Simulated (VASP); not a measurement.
Here is a VASP 6.6.1 calculation.

The input INCAR:

```
  PREC = Accurate
  ENCUT = 520
  EDIFF = 1E-6
  ISMEAR = -1
  SIGMA = 0.05
  LREAL = False
  LASPH = True
  NELM = 80
  ALGO = Normal
  ISIF = 2
  LWAVE = False
  LCHARG = False
  GGA = PS
  NBANDS = 10
```

File KPOINTS:

```
Automatic mesh
0
Gamma
  9 9 9
```

File POSCAR:

```
Na
1.0
   -2.0840298202      2.0840298202      2.0840298202
    2.0840298202     -2.0840298202      2.0840298202
    2.0840298202      2.0840298202     -2.0840298202
Na
1
Direct
    0.0000000000      0.0000000000      0.0000000000
```

Potentials or basis: VASP PAW PBE potentials, release 64 (Na_pv).

Command:

```console
$ cat potpaw_PBE.64/Na_pv/POTCAR > POTCAR
$ mpirun -np 1 vasp_std > vasp.out
```

Predict the band gap on the k mesh.

zero (an odd number of electrons rules out a gap without spin polarisation).

Predict the pressure.

0.0 GPa.

Caveat: the PAW data sets were made with another functional, which shifts forces and pressure a little.
